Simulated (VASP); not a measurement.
A run of VASP 6.6.1 is set up as follows.

File INCAR:

```
PREC     = Accurate       # precision mode
ENCUT    = 520            # plane-wave cutoff, eV
EDIFF    = 1E-7           # SCF threshold, eV
ISMEAR   = 0              # smearing method
SIGMA    = 0.15           # smearing width, eV
LREAL    = False          # projectors in reciprocal space
LASPH    = True           # aspherical terms in the spheres
NELM     = 80             # most SCF steps
ALGO     = Normal         # electronic algorithm
ISIF     = 2              # what is computed and relaxed
LWAVE    = False          # write WAVECAR
LCHARG   = False          # write CHGCAR
GGA      = PE             # functional
NBANDS   = 16             # bands
```

File KPOINTS:

```
Automatic mesh
0
Gamma
  16 16 16
```

File POSCAR:

```
InAs
1.0
    0.0000000000      3.1397803528      3.0005782682
    3.1397803528      0.0000000000      3.0005782682
    3.1397803528      3.1397803528      0.0000000000
In As
1 1
Direct
    0.0000000000      0.0000000000      0.0000000000
    0.7500000000      0.7500000000      0.7500000000
```

Potentials or basis: VASP PAW PBE potentials, release 64 (In_d, As).

Launch:

```sh
$ cat potpaw_PBE.64/In_d/POTCAR potpaw_PBE.64/As/POTCAR > POTCAR
$ mpirun -np 1 vasp_std > vasp.out
```

Q: What does it give for the pressure?

A: 0.0 GPa.

Stress tensor (GPa, compression positive):
```
-0.42  0.00  0.00
 0.00 -0.42  0.00
 0.00  0.00  0.96
```

Caveat: the cell differs from its parent crystal (strain +0.015 along x and y, -0.030 along z).
